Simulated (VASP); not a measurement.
# Ge (Cmcm) in VASP: settings compared

Ge is run at these levels: PBEsol-based screened hybrid, r2SCAN; tasks: single point.

Everything below comes from runs of VASP 6.6.1. Logs are shortened: lines on timing, memory, paths and dates and some standing lists are left out, and cuts for length are marked.

## Step 1: The cell of the first run

It takes space group Cmcm (No. 63, orthorhombic). Conventional cell: a = 2.976 Å, b = 5.189 Å, c = 4.728 Å, α = 90.00°, β = 90.00°, γ = 90.00°. Within 3.9 Å of Ge (site symmetry m2m) lie 12 Ge at 2.92 to 2.99 Å.

## Step 2: Single point, PBEsol-based screened hybrid

The input, POSCAR:

```
Ge
1.0
    1.4880529250     -2.5946896100      0.0000000000
    1.4880529250      2.5946896100      0.0000000000
    0.0000000000      0.0000000000      4.7275957900
Ge
2
Direct
    0.3334466300      0.6665533700      0.2500000000
    0.6665533700      0.3334466300      0.7500000000
```

The input, INCAR.step1:

```
PREC = Accurate
ENCUT = 520
EDIFF = 1E-5
ISMEAR = -1
SIGMA = 0.05
LREAL = F
LASPH = T
NELM = 100
ALGO = Normal
ISIF = 2
LWAVE = T
LCHARG = F
GGA = PE
NBANDS = 21
```

The input, INCAR.step2:

```
PREC = Accurate
ENCUT = 520
EDIFF = 1E-7
ISMEAR = -1
SIGMA = 0.05
LREAL = F
LASPH = T
NELM = 100
ALGO = Normal
ISIF = 2
LWAVE = F
LCHARG = F
GGA = PS
LHFCALC = T
AEXX = 0.25
HFSCREEN = 0.207
PRECFOCK = Normal
ISTART = 1
NBANDS = 21
```

The input, KPOINTS:

```
Automatic mesh
0
Gamma
  5 5 3
```

Potentials or basis: VASP PAW PBE potentials, release 64 (Ge_d).

Launch:

```console
$ cat potpaw_PBE.64/Ge_d/POTCAR > POTCAR
$ cp INCAR.step1 INCAR
$ mpirun -np 1 vasp_std > vasp.out
$ cp INCAR.step2 INCAR
$ mpirun -np 1 vasp_std > vasp.out
```

OUTCAR:

```text
PREC = Accurate
   ENCUT = 520
   EDIFF = 1E-7
   ISMEAR = -1
   LREAL = F
   LASPH = T
   NELM = 100
   ISIF = 2
   GGA = PS
   LHFCALC = T
   AEXX = 0.25
   HFSCREEN = 0.207
   PRECFOCK = Normal
   ISTART = 1

 ion  position               nearest neighbor table
   1  0.333  0.667  0.250-
   2  0.667  0.333  0.750-

  LATTYP: Found a base centered orthorhombic cell.
 ALAT       =     2.9761058500
 B/A-ratio  =     1.7436809984
 C/A-ratio  =     1.5885173540

  Lattice vectors:

 A1 = (   1.4880529250,  -2.5946896100,   0.0000000000)
 A2 = (   1.4880529250,   2.5946896100,   0.0000000000)
 A3 = (   0.0000000000,   0.0000000000,   4.7275957900)

Analysis of symmetry for initial positions (statically):
=====================================================================
 Subroutine PRICEL returns:
 Original cell was already a primitive cell.

 Routine SETGRP: Setting up the symmetry group for a
 base centered orthorhombic supercell.

 Subroutine GETGRP returns: Found  8 space group operations
 (whereof  4 operations were pure point group operations)
 out of a pool of  8 trial point group operations.

The static configuration has the point symmetry C_2h.
 The point group associated with its full space group is D_2h.

Analysis of symmetry for dynamics (positions and initial velocities):
=====================================================================
 Subroutine PRICEL returns:
 Original cell was already a primitive cell.

 Routine SETGRP: Setting up the symmetry group for a
 base centered orthorhombic supercell.

 Subroutine GETGRP returns: Found  8 space group operations
 (whereof  4 operations were pure point group operations)
 out of a pool of  8 trial point group operations.

The dynamic configuration has the point symmetry C_2h.
 The point group associated with its full space group is D_2h.

 Subroutine INISYM returns: Found  8 space group operations
 (whereof  4 operations are pure point group operations),
 and found     1 'primitive' translations

----------------------------------------------------------------------------------------

                                     Primitive cell

  volume of cell :      36.5068

  direct lattice vectors                    reciprocal lattice vectors
     1.488052925 -2.594689610  0.000000000     0.336009554 -0.192701277  0.000000000
     1.488052925  2.594689610  0.000000000     0.336009554  0.192701277  0.000000000
     0.000000000  0.000000000  4.727595790     0.000000000  0.000000000  0.211524006

  length of vectors
     2.991106096  2.991106096  4.727595790     0.387345069  0.387345069  0.211524006

  position of ions in fractional coordinates (direct lattice)
     0.333446630  0.666553370  0.250000000
     0.666553370  0.333446630  0.750000000

  ion indices of the primitive-cell ions
   primitive index   ion index
                 1           1
                 2           2

----------------------------------------------------------------------------------------

 KPOINTS: Automatic mesh

Automatic generation of k-mesh.
 Grid dimensions read from file:
 generate k-points for:    5    5    3

 Generating k-lattice:

  Cartesian coordinates                     Fractional coordinates (reciprocal lattice)
     0.067201911 -0.038540255  0.000000000     0.200000000 -0.000000000  0.000000000
     0.067201911  0.038540255  0.000000000    -0.000000000  0.200000000  0.000000000
     0.000000000  0.000000000  0.070508002     0.000000000  0.000000000  0.333333333

  Length of vectors
     0.077469014  0.077469014  0.070508002

  Shift w.r.t. Gamma in fractional coordinates (k-lattice)
     0.000000000  0.000000000  0.000000000

 Subroutine IBZKPT returns following result:
 ===========================================

 Found     18 irreducible k-points:

 Following reciprocal coordinates:
            Coordinates               Weight
  0.000000  0.000000  0.000000      1.000000
  0.200000  0.000000  0.000000      4.000000
  0.400000 -0.000000  0.000000      4.000000
  0.200000  0.200000  0.000000      2.000000
  0.400000  0.200000  0.000000      4.000000
 -0.400000  0.200000  0.000000      4.000000
[... 10 lines left out ...]
  0.400000  0.400000  0.333333      4.000000
 -0.400000  0.400000  0.333333      4.000000
   k-points           NKPTS =     18   k-points in BZ     NKDIM =     75   number of bands    NBANDS=     21
   number of dos      NEDOS =    301   number of ions     NIONS =      2
   total plane-waves  NPLWV =  20736
   dimension x,y,z NGX =    24 NGY =   24 NGZ =   36
   dimension x,y,z NGXF=    48 NGYF=   48 NGZF=   72
   ions per type =               2
   NGX,Y,Z   is equivalent  to a cutoff of  13.34, 13.34, 12.66 a.u.
   NGXF,Y,Z  is equivalent  to a cutoff of  26.68, 26.68, 25.32 a.u.
 SYSTEM =  unknown system
   PREC   = accura    normal or accurate (medium, high low for compatibility)
   ISTART =      1    job   : 0-new  1-cont  2-samecut
   ICHARG =      0    charge: 1-file 2-atom 10-const
   ISPIN  =      1    spin polarized calculation?
   LNONCOLLINEAR =      F non collinear calculations
   LSORBIT =      F    spin-orbit coupling
   LASPH  =      T    aspherical Exc in radial PAW
   ENCUT  =  520.0 eV  38.22 Ry    6.18 a.u.   5.56  5.56  8.79*2*pi/ulx,y,z
   NELM   =    100;   NELMIN=  2; NELMDL=  0     # of ELM steps
   EDIFF  = 0.1E-06   stopping-criterion for ELM
   LREAL  =      F    real-space projection
   EDIFFG = 0.1E-05   stopping-criterion for IOM
   NSW    =      0    number of steps for IOM
   IBRION =     -1    ionic relax: 0-MD 1-quasi-New 2-CG
   NFREE  =      0    steps in history (QN), initial steepest desc. (CG)
   ISIF   =      2    stress and relaxation
   ISYM   =      3    0-nonsym 1-usesym 2-fastsym
   POTIM  = 0.5000    time-step for ionic-motion
   TEBEG  =    0.0;   TEEND  =   0.0 temperature during run
   PSTRESS=    0.0 pullay stress
   NELECT =      28.0000    total number of electrons
   NUPDOWN=      -1.0000    fix difference up-down
   EMIN   =  10.00;   EMAX   =-10.00  energy-range for DOS
   EFERMI =   0.00;   METHOD = LEGACY
   ISMEAR =    -1;   SIGMA  =   0.05  broadening in eV -4-tet -1-fermi 0-gaus
   EFERMI_NEDOS =   21; number of points for ismear=-14 and -15
   IALGO  =     38    algorithm
   IMIX   =      1    mixing-type and parameters
     AMIX     =   0.40;   BMIX     =  1.00
     AMIX_MAG =   1.60;   BMIX_MAG =  1.00
  volume/ion in A,a.u.               =      18.25       123.18
  Fermi-wavevector in a.u.,A,eV,Ry     =   1.498544  2.831837 30.553703  2.245634
  Thomas-Fermi vector in A             =   2.610289
   LORBIT       =      0    0 simple, 1 ext, 2 COOP (PROOUT), +10 PAW based schemes
   GGA     = PS    functional components
   LHFCALC =     T    Hartree Fock is set to
   PRECFOCK=normal    Normal, Fast or Accurate (Low or Medium for compatibility)
   ENCUT4O =  -1.0   cutoff for four orbital integrals eV
   NKREDX  =     1    reduce k-point grid by
   NKREDY  =     1    reduce k-point grid by
   NKREDZ  =     1    reduce k-point grid by
   AEXX    =    0.2500 exact exchange contribution
   HFSCREEN=    0.2070 screening length (either q_TF or 0.3 A-1)
   HFSCREENC=   0.2070 screening length for correlation (either q_TF or 0.3 A-1)
   ENCUTFOCK=  -1.0 apply spherical cutoff to Coloumb kernel
   IVDW    =     0    specifies the selected vdW correction
   LEPSILON=     F    determine dielectric tensor
   LRPA    =     F    only Hartree local field effects (RPA)
 non-spin polarized calculation
  energy-cutoff  :      520.00
  volume of cell :       36.51
 maximum number of plane-waves:      1004
 NGX is ok and might be reduce to    24
  NGX = 18; NGY = 18; NGZ = 28

 number of electron      28.0000012 magnetization

 Free energy of the ion-electron system (eV)
  ---------------------------------------------------
  ext. energy  EPLUGINS =         0.00000000
  ---------------------------------------------------
  free energy    TOTEN  =       -10.24394995 eV

  energy without entropy =      -10.23107229  energy(sigma->0) =      -10.23751112

 E-fermi :   6.7623     XC(G=0):  -9.5069

 val. band max:        6.6845912876   @ k =   0.4000   0.2000   0.0000
 cond. band min:       6.7834180851   @ k =   0.2000   0.2000   0.3333
 fundamental gap:      0.0988267975
 Fermi energy:         6.7622605922

 k-point     1 :       0.0000    0.0000    0.0000
  band No.  band energies     occupation
      1     -21.0889      2.00000
      2     -21.0883      2.00000
      3     -21.0850      2.00000
      4     -21.0795      2.00000
      5     -21.0762      2.00000
      6     -21.0757      2.00000
[... 13 lines left out ...]
     20      20.6506      0.00000
     21      22.0865      0.00000

 k-point     2 :       0.2000    0.0000    0.0000
  band No.  band energies     occupation
      1     -21.1132      2.00000
      2     -21.0846      2.00000
      3     -21.0710      2.00000
      4     -21.0690      2.00000
      5     -21.0616      2.00000
      6     -21.0573      2.00000
[... 13 lines left out ...]
     20      20.7820      0.00000
     21      22.0262      0.00000

 k-point     3 :       0.4000   -0.0000    0.0000
  band No.  band energies     occupation
      1     -21.1430      2.00000
      2     -21.1001      2.00000
      3     -21.0898      2.00000
      4     -21.0864      2.00000
      5     -21.0341      2.00000
      6     -21.0278      2.00000
[... 13 lines left out ...]
     20      19.2523      0.00000
     21      20.7589      0.00000
[... 313 lines left out ...]
 k-point    17 :       0.4000    0.4000    0.3333
  band No.  band energies     occupation
      1     -21.1047      2.00000
      2     -21.1029      2.00000
      3     -21.0768      2.00000
      4     -21.0735      2.00000
      5     -21.0682      2.00000
      6     -21.0217      2.00000
[... 13 lines left out ...]
     20      20.3922      0.00000
     21      20.6303      0.00000

 k-point    18 :      -0.4000    0.4000    0.3333
  band No.  band energies     occupation
      1     -21.1298      2.00000
      2     -21.1077      2.00000
      3     -21.1006      2.00000
      4     -21.0732      2.00000
      5     -21.0588      2.00000
      6     -21.0151      2.00000
[... 13 lines left out ...]
     20      17.0308      0.00000
     21      18.3599      0.00000

------------------------ aborting loop because EDIFF is reached ----------------------------------------

  FORCE on cell =-STRESS in cart. coord.  units (eV):
  Direction    XX          YY          ZZ          XY          YZ          ZX
  --------------------------------------------------------------------------------------
  -------------------------------------------------------------------------------------
  Total       -0.5751512     -0.6304208      1.5404122      0.0000000     -0.0000000      0.0000000
  in kB      -25.2416956    -27.6673124     67.6041592      0.0000000     -0.0000000      0.0000000
  external PRESSURE =       4.8983837 kB  Pullay stress =       0.0000000 kB

 VOLUME and BASIS-vectors are now :
 -----------------------------------------------------------------------------
  energy-cutoff  :      520.00
  volume of cell :       36.51
      direct lattice vectors                 reciprocal lattice vectors
     1.488052925 -2.594689610  0.000000000     0.336009554 -0.192701277  0.000000000
     1.488052925  2.594689610  0.000000000     0.336009554  0.192701277  0.000000000
     0.000000000  0.000000000  4.727595790     0.000000000  0.000000000  0.211524006

 POSITION                                       TOTAL-FORCE (eV/Angst)
 -----------------------------------------------------------------------------------
      1.48805      0.86431      1.18190         0.000000      0.004236      0.000000
      1.48805     -0.86431      3.54570         0.000000     -0.004236     -0.000000
 -----------------------------------------------------------------------------------
    total drift:                               -0.000000     -0.000000     -0.000000

  FREE ENERGIE OF THE ION-ELECTRON SYSTEM (eV)
  ---------------------------------------------------
  free  energy   TOTEN  =       -10.2439499483 eV

  energy  without entropy=      -10.2310722872  energy(sigma->0) =      -10.23751112
```

It took 65 min on 1 thread of AMD EPYC 7R43 (Zen 3), shared host; peak memory 0.22 GiB.

What came out:

- Free energy: -10.2439 eV
- Pressure: 0.5 GPa
- Largest force: 0.004 eV/Å
- Band gap on the k mesh: zero (band 14 reaches 14.34 eV, above the bottom of band 15 at 5.57 eV)

Forces in eV/Å, atoms in the order of the input:
```
Ge   0.000  0.004  0.000
Ge   0.000 -0.004  0.000
```

Stress tensor (GPa, compression positive):
```
-2.52  0.00  0.00
 0.00 -2.77  0.00
 0.00  0.00  6.76
```

Caveat: the k points lie up to 0.49 Å⁻¹ apart; the PAW data sets were made with another functional, which shifts forces and pressure a little.

## Step 3: Single point, r2SCAN, non-collinear spin, zero start, spin-orbit coupling

POSCAR is that of step 2.

The input, INCAR.step1:

```
ALGO = Normal
EDIFF = 1E-4
ENCUT = 520
GGA = PE
GGA_COMPAT = False
ISMEAR = -1
LASPH = True
LCHARG = False
LREAL = False
LSORBIT = True
LWAVE = True
MAGMOM = 0 0 0 0 0 0
NBANDS = 40
NELM = 150
PREC = Accurate
SIGMA = 0.05
```

The input, INCAR.step2:

```
ALGO = Normal
EDIFF = 1E-6
ENCUT = 520
GGA_COMPAT = False
ISIF = 2
ISMEAR = -1
ISTART = 1
LASPH = True
LCHARG = False
LMIXTAU = True
LORBIT = 11
LORBMOM = True
LREAL = False
LSORBIT = True
LWAVE = False
MAGMOM = 0 0 0 0 0 0
METAGGA = R2SCAN
NBANDS = 40
NELM = 150
PREC = Accurate
SIGMA = 0.05
```

The input, KPOINTS:

```
k-points
0
Gamma
  7 7 5
```

Potentials or basis: VASP PAW PBE potentials, release 64 (Ge_d).

Launch:

```console
$ cat potpaw_PBE.64/Ge_d/POTCAR > POTCAR
$ cp INCAR.step1 INCAR
$ mpirun -np 1 vasp_ncl > vasp.out
$ cp INCAR.step2 INCAR
$ mpirun -np 1 vasp_ncl > vasp.out
```

Wall time 19 min (1 thread of Oxide Virtual Turin-like, shared host); peak memory 0.29 GiB.

It converged, with:

```yaml
Free_energy: -26.5638 eV
Pressure: 1.8 GPa
Largest_force: 0.004 eV/Å
Net_moment: 0.00 μB per cell
Valence_electrons_inside_the_program's_atomic_spheres: Ge 12.20
```

Forces in eV/Å, atoms in the order of the input:
```
Ge   0.000 -0.004  0.000
Ge   0.000  0.004  0.000
```

Stress tensor (GPa, compression positive):
```
2.04 0.00 0.00
0.00 1.69 0.00
0.00 0.00 1.69
```

Moments on the atoms (μB; x, y, z):
```
Ge  0.00 0.00 0.00
Ge  0.00 0.00 0.00
```

Caveat: the PAW data sets were made with another functional, which shifts forces and pressure a little.
